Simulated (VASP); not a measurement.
V, 1 atom in the cell. Symmetry: Im-3m, No. 229, cubic system. The conventional cell has a = 3.029 Å, b = 3.029 Å, c = 3.029 Å, α = 90.00°, β = 90.00°, γ = 90.00°. Within 3.5 Å of V (site symmetry m-3m) lie 14 V at 2.62 to 3.03 Å. 

- Program: VASP 6.6.1
- Task: relaxation of cell and atoms
- Functional: PBE
- Potentials or basis: VASP PAW PBE potentials, release 64 (V_sv)
- Cutoff: 600 eV
- k mesh: 12 × 12 × 12
- Occupations: fermi-dirac, width 0.05 eV
- Spin: collinear spin, ferromagnetic start
- Starting moments: [2.0] μB
- Dipole correction: no
- Further INCAR settings: ALGO = Normal; EDIFF = 1e-06; IBRION = 2; EDIFFG = -0.01; NSW = 60; ISIF = 3

Potentials or basis: VASP PAW PBE potentials, release 64 (V_sv).

Run with:

```console
$ cat potpaw_PBE.64/V_sv/POTCAR > POTCAR
$ mpirun -np 1 vasp_std > vasp.out
```

Hardware: 1 thread of Intel(R) Xeon(R) 6975P-C (Granite Rapids), on a shared host.

Task: How long does it take, and how much memory?

Result: Run time: 21 s on 1 thread of Intel(R) Xeon(R) 6975P-C (Granite Rapids), on a shared host, peak memory 0.17 GiB. Counts: scf iterations 29, k points 72, ion steps 3.
